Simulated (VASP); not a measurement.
# Al (P6_3/mmc) in VASP: further runs

Runs on Al. Level: LDA. Tasks: single point.

Program: VASP 6.6.1. These are calculated values, not measurements. Logs are shortened: lines on timing, memory, paths and dates and some standing lists are left out, and cuts for length are marked.

### 1 The cell of the first run

The structure is hexagonal, space group P6_3/mmc (No. 194). Conventional cell: a = 2.755 Å, b = 2.755 Å, c = 4.767 Å, α = 90.00°, β = 90.00°, γ = 120.00°. Within 3.6 Å of Al (site symmetry -6m2) lie 12 Al at 2.76 to 2.87 Å.

### 2 Single point, LDA

INCAR reads:

```
SYSTEM = Al
  PREC = Accurate
  ENCUT = 520
  EDIFF = 1E-6
  ISMEAR = -1
  SIGMA = 0.05
  LREAL = .FALSE.
  LASPH = .TRUE.
  NELM = 60
  ALGO = Normal
  ISIF = 2
  LWAVE = .FALSE.
  LCHARG = .FALSE.
  NBANDS = 10
```

KPOINTS reads:

```
regular mesh
0
G
  11 11 6
  0 0 0
```

POSCAR reads:

```
Al
1.0
    2.7550421937      0.0000000000      0.0000000000
   -1.3775210968      2.3859365282      0.0000000000
    0.0000000000      0.0000000000      4.7674986532
Al
2
Direct
    0.3333333333      0.6666666667      0.2500000000
    0.6666666667      0.3333333333      0.7500000000
```

Potentials or basis: VASP PAW LDA potentials, release 64 (Al).

On the command line:

```bash
> cat potpaw_LDA.64/Al/POTCAR > POTCAR
> mpirun -np 1 vasp_std > vasp.out
```

OUTCAR:

```text
SYSTEM = Al
   PREC = Accurate
   ENCUT = 520
   EDIFF = 1E-6
   ISMEAR = -1
   LREAL = .FALSE.
   LASPH = .TRUE.
   NELM = 60
   ISIF = 2

 ion  position               nearest neighbor table
   1  0.333  0.667  0.250-   2 2.87   2 2.87   2 2.87   2 2.87   2 2.87   2 2.87
   2  0.667  0.333  0.750-   1 2.87   1 2.87   1 2.87   1 2.87   1 2.87   1 2.87

  LATTYP: Found a hexagonal cell.
 ALAT       =     2.7550421937
 C/A-ratio  =     1.7304630267

  Lattice vectors:

 A1 = (   2.7550421937,   0.0000000000,   0.0000000000)
 A2 = (  -1.3775210968,   2.3859365282,   0.0000000000)
 A3 = (   0.0000000000,   0.0000000000,   4.7674986532)

Analysis of symmetry for initial positions (statically):
=====================================================================
 Subroutine PRICEL returns:
 Original cell was already a primitive cell.

 Routine SETGRP: Setting up the symmetry group for a
 hexagonal supercell.

 Subroutine GETGRP returns: Found 24 space group operations
 (whereof 12 operations were pure point group operations)
 out of a pool of 24 trial point group operations.

The static configuration has the point symmetry D_3d.
 The point group associated with its full space group is D_6h.

Analysis of symmetry for dynamics (positions and initial velocities):
=====================================================================
 Subroutine PRICEL returns:
 Original cell was already a primitive cell.

 Routine SETGRP: Setting up the symmetry group for a
 hexagonal supercell.

 Subroutine GETGRP returns: Found 24 space group operations
 (whereof 12 operations were pure point group operations)
 out of a pool of 24 trial point group operations.

The dynamic configuration has the point symmetry D_3d.
 The point group associated with its full space group is D_6h.

 Subroutine INISYM returns: Found 24 space group operations
 (whereof 12 operations are pure point group operations),
 and found     1 'primitive' translations

----------------------------------------------------------------------------------------

                                     Primitive cell

  volume of cell :      31.3385

  direct lattice vectors                    reciprocal lattice vectors
     2.755042194  0.000000000  0.000000000     0.362970848  0.209561317  0.000000000
    -1.377521097  2.385936528  0.000000000     0.000000000  0.419122633  0.000000000
     0.000000000  0.000000000  4.767498653     0.000000000  0.000000000  0.209753599

  length of vectors
[... 78 lines left out ...]
   LSORBIT =      F    spin-orbit coupling
   LASPH  =      T    aspherical Exc in radial PAW
   ENCUT  =  520.0 eV  38.22 Ry    6.18 a.u.   5.12  5.12  8.86*2*pi/ulx,y,z
   NELM   =     60;   NELMIN=  2; NELMDL= -5     # of ELM steps
   EDIFF  = 0.1E-05   stopping-criterion for ELM
   LREAL  =      F    real-space projection
   EDIFFG = 0.1E-04   stopping-criterion for IOM
   NSW    =      0    number of steps for IOM
   IBRION =     -1    ionic relax: 0-MD 1-quasi-New 2-CG
   NFREE  =      0    steps in history (QN), initial steepest desc. (CG)
   ISIF   =      2    stress and relaxation
   ISYM   =      2    0-nonsym 1-usesym 2-fastsym
   POTIM  = 0.5000    time-step for ionic-motion
   TEBEG  =    0.0;   TEEND  =   0.0 temperature during run
   PSTRESS=    0.0 pullay stress
   NELECT =       6.0000    total number of electrons
   NUPDOWN=      -1.0000    fix difference up-down
   EMIN   =  10.00;   EMAX   =-10.00  energy-range for DOS
[... 5 lines left out ...]
     AMIX     =   0.40;   BMIX     =  1.00
     AMIX_MAG =   1.60;   BMIX_MAG =  1.00
  volume/ion in A,a.u.               =      15.67       105.74
  Fermi-wavevector in a.u.,A,eV,Ry     =   0.943552  1.783055 12.113145  0.890291
  Thomas-Fermi vector in A             =   2.071271
   LORBIT       =      0    0 simple, 1 ext, 2 COOP (PROOUT), +10 PAW based schemes
   GGA     = CA    functional components
   LHFCALC =     F    Hartree Fock is set to
   AEXX    =    0.0000 exact exchange contribution
   IVDW    =     0    specifies the selected vdW correction
   LEPSILON=     F    determine dielectric tensor
   LRPA    =     F    only Hartree local field effects (RPA)
 non-spin polarized calculation
  energy-cutoff  :      520.00
  volume of cell :       31.34
 maximum number of plane-waves:       858
   NGX = 11   NGY = 11   NGZ = 17

 number of electron       6.0000000 magnetization

 Free energy of the ion-electron system (eV)
  ---------------------------------------------------
  ext. energy  EPLUGINS =         0.00000000
  ---------------------------------------------------
  free energy    TOTEN  =        -8.31883401 eV

  energy without entropy =       -8.31466960  energy(sigma->0) =       -8.31675180

 E-fermi :   8.3632     XC(G=0): -10.5353

 val. band max:        8.3440184206   @ k =   0.4545   0.0000   0.0000
 cond. band min:       8.5075301124   @ k =   0.3636   0.0909   0.3333
 fundamental gap:      0.1635116918
 Fermi energy:         8.3632470511

 k-point     1 :       0.0000    0.0000    0.0000
  band No.  band energies     occupation
      1      -3.1275      2.00000
      2       3.1529      2.00000
      3       3.2858      2.00000
      4      19.7408      0.00000
      5      20.1971      0.00000
      6      20.1971      0.00000
      7      20.3096      0.00000
      8      20.3096      0.00000
      9      21.2356      0.00000
     10      23.6265      0.00000
[... 287 lines left out ...]
 k-point    24 :       0.1818    0.0909    0.1667
  band No.  band energies     occupation
      1      -1.4576      2.00000
      2       2.7499      2.00000
      3       6.8243      2.00000
      4      12.0357      0.00000
      5      14.0639      0.00000
      6      16.0258      0.00000
      7      17.8760      0.00000
      8      18.6047      0.00000
      9      19.9023      0.00000
     10      21.3563      0.00000

 [... further k-points ...]
[... 5 lines left out ...]
  --------------------------------------------------------------------------------------
  -------------------------------------------------------------------------------------
  Total        0.7483661      0.7483661     -0.3718573      0.0000000     -0.0000000      0.0000000
  in kB       38.2601766     38.2601766    -19.0111839      0.0000000     -0.0000000      0.0000000
  external PRESSURE =      19.1697231 kB  Pullay stress =       0.0000000 kB

 VOLUME and BASIS-vectors are now :
 -----------------------------------------------------------------------------
  energy-cutoff  :      520.00
  volume of cell :       31.34
      direct lattice vectors                 reciprocal lattice vectors
     2.755042194  0.000000000  0.000000000     0.362970848  0.209561317  0.000000000
    -1.377521097  2.385936528  0.000000000     0.000000000  0.419122633  0.000000000
     0.000000000  0.000000000  4.767498653     0.000000000  0.000000000  0.209753599

 POSITION                                       TOTAL-FORCE (eV/Angst)
 -----------------------------------------------------------------------------------
     -0.00000      1.59062      1.19187         0.000000      0.000000      0.000000
      1.37752      0.79531      3.57562        -0.000000     -0.000000      0.000000
 -----------------------------------------------------------------------------------
    total drift:                                0.000000     -0.000000      0.000000

  FREE ENERGIE OF THE ION-ELECTRON SYSTEM (eV)
  ---------------------------------------------------
  free  energy   TOTEN  =        -8.3188340099 eV

  energy  without entropy=       -8.3146695954  energy(sigma->0) =       -8.31675180
```

OSZICAR:

```text
N       E                     dE             d eps       ncg     rms          rms(c)
DAV:   1    -0.607381023764E+00   -0.60738E+00   -0.24096E+03  1280   0.480E+02
DAV:   2    -0.822623461079E+01   -0.76189E+01   -0.73944E+01  1742   0.573E+01
DAV:   3    -0.838073973388E+01   -0.15451E+00   -0.15395E+00  1678   0.629E+00
DAV:   4    -0.838138410633E+01   -0.64437E-03   -0.64434E-03  1564   0.457E-01
DAV:   5    -0.838138668501E+01   -0.25787E-05   -0.25785E-05  1544   0.311E-02    0.204E+00
DAV:   6    -0.834329815366E+01    0.38089E-01   -0.47309E-03  1468   0.312E-01    0.114E+00
DAV:   7    -0.831904645457E+01    0.24252E-01   -0.10857E-02  1376   0.463E-01    0.195E-01
DAV:   8    -0.831883446155E+01    0.21199E-03   -0.16451E-04  1808   0.691E-02    0.129E-02
DAV:   9    -0.831883400986E+01    0.45169E-06   -0.71503E-07  1386   0.518E-03
   1 F= -.83188340E+01 E0= -.83167518E+01  d E =-.416441E-02
```

Wall time 4.4 s (1 thread of Intel Xeon 6975P-C (Granite Rapids), shared host); peak memory 0.13 GiB.

Results:

| Item | Value |
| --- | --- |
| Free energy | -8.3188 eV |
| Pressure | 1.9 GPa |
| Band gap on the k mesh | zero (band 3 reaches 11.89 eV, above the bottom of band 4 at 5.34 eV) |

Stress tensor (GPa, compression positive):
```
 3.83  0.00  0.00
 0.00  3.83  0.00
 0.00  0.00 -1.90
```

Levels at points of the mesh, in eV from the Fermi level:
```csv
k point,band 1,band 2,band 3,band 4,band 5,band 6
"(0.00, 0.00, 0.00)",-11.49,-5.21,-5.08,11.38,11.83,11.83
"(0.00, 0.00, 0.50)",-9.88,-9.88,2.43,2.43,12.77,12.77
```

### 3 Single point, LDA

This run uses another cell than the first one, of 16.00 Å³/atom, 1.021 times its volume.

INCAR reads:

```
ALGO = Normal
EDIFF = 1E-7
ENCUT = 520
ISIF = 2
ISMEAR = -1
LASPH = True
LCHARG = False
LREAL = False
LWAVE = False
NBANDS = 10
NELM = 100
PREC = Accurate
SIGMA = 0.05
```

KPOINTS reads:

```
k-points
0
Gamma
  11 11 6
```

POSCAR reads:

```
Al
1.0
    2.7744445386      0.0000000000      0.0000000000
   -1.3872222692      2.4027394518      0.0000000000
    0.0000000000      0.0000000000      4.8010736936
Al
2
Direct
    0.3333333333      0.6666666667      0.2500000000
    0.6666666667      0.3333333333      0.7500000000
```

Potentials or basis: VASP PAW LDA potentials, release 64 (Al).

On the command line:

```bash
> cat potpaw_LDA.64/Al/POTCAR > POTCAR
> mpirun -np 1 vasp_std > vasp.out
```

OUTCAR:

```text
EDIFF = 1E-7
   ENCUT = 520
   ISIF = 2
   ISMEAR = -1
   LASPH = True
   LREAL = False
   NELM = 100
   PREC = Accurate

 ion  position               nearest neighbor table
   1  0.333  0.667  0.250-   2 2.89   2 2.89   2 2.89   2 2.89   2 2.89   2 2.89
   2  0.667  0.333  0.750-   1 2.89   1 2.89   1 2.89   1 2.89   1 2.89   1 2.89

  LATTYP: Found a hexagonal cell.
 ALAT       =     2.7744445386
 C/A-ratio  =     1.7304630267

  Lattice vectors:

 A1 = (   2.7744445386,   0.0000000000,   0.0000000000)
 A2 = (  -1.3872222692,   2.4027394518,   0.0000000000)
 A3 = (   0.0000000000,   0.0000000000,   4.8010736936)

Analysis of symmetry for initial positions (statically):
=====================================================================
 Subroutine PRICEL returns:
 Original cell was already a primitive cell.

 Routine SETGRP: Setting up the symmetry group for a
 hexagonal supercell.

 Subroutine GETGRP returns: Found 24 space group operations
 (whereof 12 operations were pure point group operations)
 out of a pool of 24 trial point group operations.

The static configuration has the point symmetry D_3d.
 The point group associated with its full space group is D_6h.

Analysis of symmetry for dynamics (positions and initial velocities):
=====================================================================
 Subroutine PRICEL returns:
 Original cell was already a primitive cell.

 Routine SETGRP: Setting up the symmetry group for a
 hexagonal supercell.

 Subroutine GETGRP returns: Found 24 space group operations
 (whereof 12 operations were pure point group operations)
 out of a pool of 24 trial point group operations.

The dynamic configuration has the point symmetry D_3d.
 The point group associated with its full space group is D_6h.

 Subroutine INISYM returns: Found 24 space group operations
 (whereof 12 operations are pure point group operations),
 and found     1 'primitive' translations

----------------------------------------------------------------------------------------

                                     Primitive cell

[... 113 lines left out ...]
  Thomas-Fermi vector in A             =   2.064016
   LORBIT       =      0    0 simple, 1 ext, 2 COOP (PROOUT), +10 PAW based schemes
   GGA     = CA    functional components
   LHFCALC =     F    Hartree Fock is set to
   AEXX    =    0.0000 exact exchange contribution
   IVDW    =     0    specifies the selected vdW correction
   LEPSILON=     F    determine dielectric tensor
   LRPA    =     F    only Hartree local field effects (RPA)
 non-spin polarized calculation
  energy-cutoff  :      520.00
  volume of cell :       32.01
 maximum number of plane-waves:       872
 NGX is ok and might be reduce to    24
   NGX = 11   NGY = 11   NGZ = 17

 number of electron       6.0000000 magnetization

 Free energy of the ion-electron system (eV)
  ---------------------------------------------------
  ext. energy  EPLUGINS =         0.00000000
  ---------------------------------------------------
  free energy    TOTEN  =        -8.32300063 eV

  energy without entropy =       -8.31869682  energy(sigma->0) =       -8.32084872

 E-fermi :   8.1330     XC(G=0): -10.4566

 val. band max:        8.0830065153   @ k =   0.4545   0.0000   0.0000
 cond. band min:       8.2784905404   @ k =   0.3636   0.0909   0.3333
 fundamental gap:      0.1954840251
 Fermi energy:         8.1330364255

 k-point     1 :       0.0000    0.0000    0.0000
  band No.  band energies     occupation
      1      -3.2049      2.00000
      2       2.9630      2.00000
      3       3.1529      2.00000
      4      19.4204      0.00000
      5      19.7813      0.00000
      6      19.7813      0.00000
      7      19.9580      0.00000
      8      19.9580      0.00000
      9      20.7735      0.00000
     10      23.1788      0.00000
[... 287 lines left out ...]
 k-point    24 :       0.1818    0.0909    0.1667
  band No.  band energies     occupation
      1      -1.5577      2.00000
      2       2.5945      2.00000
      3       6.6212      2.00000
      4      11.7574      0.00000
      5      13.7641      0.00000
      6      15.6890      0.00000
      7      17.5318      0.00000
      8      18.2128      0.00000
      9      19.5476      0.00000
     10      20.9187      0.00000

 [... further k-points ...]
[... 5 lines left out ...]
  --------------------------------------------------------------------------------------
  -------------------------------------------------------------------------------------
  Total        0.3567327      0.3567327     -0.6510316      0.0000000     -0.0000000      0.0000000
  in kB       17.8579814     17.8579814    -32.5905382      0.0000000     -0.0000000      0.0000000
  external PRESSURE =       1.0418082 kB  Pullay stress =       0.0000000 kB

 VOLUME and BASIS-vectors are now :
 -----------------------------------------------------------------------------
  energy-cutoff  :      520.00
  volume of cell :       32.01
      direct lattice vectors                 reciprocal lattice vectors
     2.774444539  0.000000000  0.000000000     0.360432507  0.208095805  0.000000000
    -1.387222269  2.402739452  0.000000000     0.000000000  0.416191610  0.000000000
     0.000000000  0.000000000  4.801073694     0.000000000  0.000000000  0.208286742

 POSITION                                       TOTAL-FORCE (eV/Angst)
 -----------------------------------------------------------------------------------
     -0.00000      1.60183      1.20027        -0.000000     -0.000000      0.000000
      1.38722      0.80091      3.60081         0.000000      0.000000      0.000000
 -----------------------------------------------------------------------------------
    total drift:                                0.000000     -0.000000      0.000000

  FREE ENERGIE OF THE ION-ELECTRON SYSTEM (eV)
  ---------------------------------------------------
  free  energy   TOTEN  =        -8.3230006313 eV

  energy  without entropy=       -8.3186968181  energy(sigma->0) =       -8.32084872
```

It took 4.5 s on 1 thread of Intel Xeon 6975P-C (Granite Rapids), shared host; peak memory 0.13 GiB.

Results:

| Property | Result |
| --- | --- |
| Free energy | -8.3230 eV |
| Pressure | 0.1 GPa |
| Band gap on the k mesh | zero (band 3 reaches 11.63 eV, above the bottom of band 4 at 5.13 eV) |

Stress tensor (GPa, compression positive):
```
 1.79  0.00  0.00
 0.00  1.79  0.00
 0.00  0.00 -3.26
```
